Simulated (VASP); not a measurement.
Set up this calculation in VASP 6.6.1, as the native input.

```yaml
Task: single point
Functional: PBEsol
Dispersion: D3(BJ)
Potentials_or_basis: VASP PAW PBE potentials, release 64 (C)
Cutoff: 600 eV
k_mesh: 8 × 11 × 3
Occupations: gaussian, width 0.05 eV
Spin: no spin polarisation
Dipole_correction: no
Further_INCAR_settings: ALGO = Normal; EDIFF = 1e-06; NBANDS = 31
```

The structure of C lies in POSCAR:

```
C
1.0
    0.0000000000      1.4191802056     -3.2829684911
   -2.4580922212      0.0000000000      0.0000000000
    1.2290461106      9.2246713365      3.2829684911
C
10
Direct
    0.5668825978      0.0333167232      0.0666334465
    0.7668825978      0.6333167232      0.2666334465
    0.9668825978      0.2333167232      0.4666334465
    0.1668825978      0.8333167232      0.6666334465
    0.3668825978      0.4333167232      0.8666334465
    0.8331174022      0.1666832768      0.3333665535
    0.0331174022      0.7666832768      0.5333665535
    0.2331174022      0.3666832768      0.7333665535
    0.4331174022      0.9666832768      0.9333665535
    0.6331174022      0.5666832768      0.1333665535
```

One way to write it, as run:

INCAR

```
SYSTEM = C
PREC     = Accurate       ! precision mode
ENCUT    = 600            ! plane-wave cutoff, eV
EDIFF    = 1E-6           ! SCF threshold, eV
ISMEAR   = 0              ! smearing method
SIGMA    = 0.05           ! smearing width, eV
LREAL    = .FALSE.        ! projectors in reciprocal space
LASPH    = .TRUE.         ! aspherical terms in the spheres
NELM     = 120            ! most SCF steps
ALGO     = Normal         ! electronic algorithm
ISIF     = 2              ! what is computed and relaxed
LWAVE    = .FALSE.        ! write WAVECAR
LCHARG   = .FALSE.        ! write CHGCAR
GGA      = PS             ! functional
IVDW     = 12             ! dispersion correction
NBANDS   = 31             ! bands
GGA_COMPAT= .FALSE.
```

KPOINTS

```
Automatic mesh
0
G
  8 11 3
  0 0 0
```

Potentials or basis: VASP PAW PBE potentials, release 64 (C).

The run is started by

```console
$ cat potpaw_PBE.64/C/POTCAR > POTCAR
$ mpirun -np 1 vasp_std > vasp.out
```

It gave:

```json
{
 "Pressure": "0.4 GPa",
 "Largest force": "0.021 eV/Å",
 "Dispersion energy per atom": "-0.113 eV"
}
```

Caveat: the PAW data sets were made with another functional, which shifts forces and pressure a little.

Run time: 2.3 min on 1 thread of Intel(R) Xeon(R) 6975P-C (Granite Rapids), with other jobs on the host, peak memory 0.4 GiB.
